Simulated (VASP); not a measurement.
Input of a VASP 6.6.1 run:

File INCAR:

```
SYSTEM = BaHCl
  ALGO = Normal
  EDIFF = 1E-6
  ENCUT = 520
  GGA = CA
  ISIF = 2
  ISMEAR = 0
  LASPH = .TRUE.
  LCHARG = .FALSE.
  LREAL = .FALSE.
  LWAVE = .FALSE.
  NBANDS = 27
  NELM = 80
  PREC = Accurate
  SIGMA = 0.02
```

File KPOINTS:

```
k-points
0
G
  6 6 4
  0 0 0
```

POSCAR

```
BaHCl
1.0
    4.3201310166      0.0000000000      0.0000000000
    0.0000000000      4.3201310166      0.0000000000
    0.0000000000      0.0000000000      7.0562383092
Ba H Cl
2 2 2
Direct
    0.0000000000      0.5000000000      0.2097744800
    0.5000000000      0.0000000000      0.7902255200
    0.0000000000      0.0000000000      0.0000000000
    0.5000000000      0.5000000000      0.0000000000
    0.0000000000      0.5000000000      0.6568452951
    0.5000000000      0.0000000000      0.3431547049
```

Potentials or basis: VASP PAW LDA potentials, release 64 (Ba_sv, H, Cl).

Launch:

```sh
$ cat potpaw_LDA.64/Ba_sv/POTCAR potpaw_LDA.64/H/POTCAR potpaw_LDA.64/Cl/POTCAR > POTCAR
$ mpirun -np 1 vasp_std > vasp.out
```

(1) What does it give for the pressure?

(2) Predict the band gap on the k mesh.

(3) Estimate the largest force.

Results:

(1) -0.5 GPa.

(2) 2.84 eV.

(3) 0.012 eV/Å.

Caveat: spin-orbit coupling is left out, which moves the levels of the heavy elements.
